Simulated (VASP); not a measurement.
**Tc: relaxation of cell and atoms with PBE**

Crystal: Tc.

```xyz
2
Lattice="2.7200 0.0000 0.0000 -1.3600 2.3556 0.0000 0.0000 0.0000 4.4418" Properties=species:S:1:pos:R:3 pbc="T T T"
Tc    0.0000    1.5704    1.1104
Tc    1.3600    0.7852    3.3313
```

| Quantity | Value |
| --- | --- |
| Program | VASP 6.6.1 |
| Task | relaxation of cell and atoms |
| Functional | PBE |
| Potentials or basis | VASP PAW PBE potentials, release 64 (Tc_pv) |
| Cutoff | 600 eV |
| k mesh | 9 × 9 × 5 |
| Occupations | fermi-dirac, width 0.05 eV |
| Spin | no spin polarisation |
| Target pressure | 20 GPa |
| Dipole correction | no |
| Further INCAR settings | ALGO = Normal; EDIFF = 1e-06; IBRION = 2; EDIFFG = -0.01; NSW = 80; ISIF = 3 |

| Property | Result |
| --- | --- |
| Relaxed volume | 13.60 Å³/atom |
| Relaxed cell | a = 2.696 Å, b = 2.696 Å, c = 4.322 Å, α = 90.00°, β = 90.00°, γ = 120.00° |
| Space group after relaxing (to 0.1 Å) | P6_3/mmc (No. 194) |
| Energy change on relaxing (the run minimises the enthalpy) | +41.3 meV/atom |
| Ionic steps | 10 |
| Pressure after relaxing | 20.0 GPa |
| Band gap on the k mesh | zero (bands 13 and 14 overlap by 2.41 eV) |

Stress tensor (GPa, compression positive):
```
19.96  0.00  0.00
 0.00 19.96  0.00
 0.00  0.00 20.05
```

Step by step:
```tsv
step	energy change (eV)	largest force (eV/Å)	pressure (GPa)	volume (Å³)
1	0.0000	0.0000	4.21	28.46
2	1.6271	0.0000	110.06	23.05
3	0.0787	0.0000	19.19	27.27
4	0.0884	0.0000	20.33	27.19
5	0.0915	0.0000	20.68	27.16
6	0.0816	0.0000	19.75	27.23
7	0.0837	0.0000	20.14	27.20
8	0.0836	0.0000	20.14	27.20
9	0.0791	0.0000	19.63	27.24
10	0.0825	0.0000	19.99	27.21
```

Final structure:
```xyz
2
Lattice="2.6962 0.0000 0.0000 -1.3481 2.3350 0.0000 0.0000 0.0000 4.3221" Properties=species:S:1:pos:R:3 pbc="T T T"
Tc    0.0000    1.5566    1.0805
Tc    1.3481    0.7783    3.2416
```

Levels at points of the mesh, in eV from the Fermi level:
| k point | band 9 | band 10 | band 11 | band 12 | band 13 | band 14 | band 15 | band 16 | band 17 |
| --- | --- | --- | --- | --- | --- | --- | --- | --- | --- |
| (0.00, 0.00, 0.00) | -1.78 | -1.78 | -1.71 | -1.00 | -1.00 | -0.26 | -0.26 | 1.73 | 2.60 |

It took 85 s on 1 thread of Intel(R) Xeon(R) Platinum 8259CL CPU @ 2.50GHz (Skylake/Cascade Lake), on a shared host, peak memory 0.17 GiB.

Caveat: the cell is relaxed towards a set pressure, so the run minimises the enthalpy, not the energy.
